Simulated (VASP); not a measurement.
A run of VASP 6.6.1:

File INCAR:

```
AGGAC = 1.0
AGGAX = 1.0
ALDAC = 0.0
ALDAX = 1.0
ALGO = Normal
EDIFF = 1E-6
EDIFFG = -0.01
ENCUT = 600
GGA = B5
IBRION = 2
ISIF = 3
ISMEAR = -1
LASPH = True
LCHARG = False
LREAL = False
LWAVE = False
NELM = 100
NSW = 80
PREC = Accurate
SIGMA = 0.1
```

KPOINTS

```
k-points
0
Gamma
  9 9 9
```

POSCAR

```
Nb
1.0
    0.0000000000      2.8951284430      2.8951284430
    2.8951284430      0.0000000000      2.8951284430
    2.8951284430      2.8951284430      0.0000000000
Nb
2
Direct
    0.1250000000      0.1250000000      0.1250000000
    0.8750000000      0.8750000000      0.8750000000
```

Potentials or basis: VASP PAW PBE potentials, release 64 (Nb_sv).

The run is started by

```sh
$ cat potpaw_PBE.64/Nb_sv/POTCAR > POTCAR
$ mpirun -np 1 vasp_std > vasp.out
```

Hardware: 1 thread of Intel(R) Xeon(R) Platinum 8124M CPU @ 3.00GHz (Skylake/Cascade Lake), with other jobs on the host.

**Question.** How long does it take, and how much memory?

**Answer.** Run time: 3.2 min on 1 thread of Intel(R) Xeon(R) Platinum 8124M CPU @ 3.00GHz (Skylake/Cascade Lake), with other jobs on the host, peak memory 0.23 GiB. Counts: scf iterations 33, k points 35, ion steps 3.
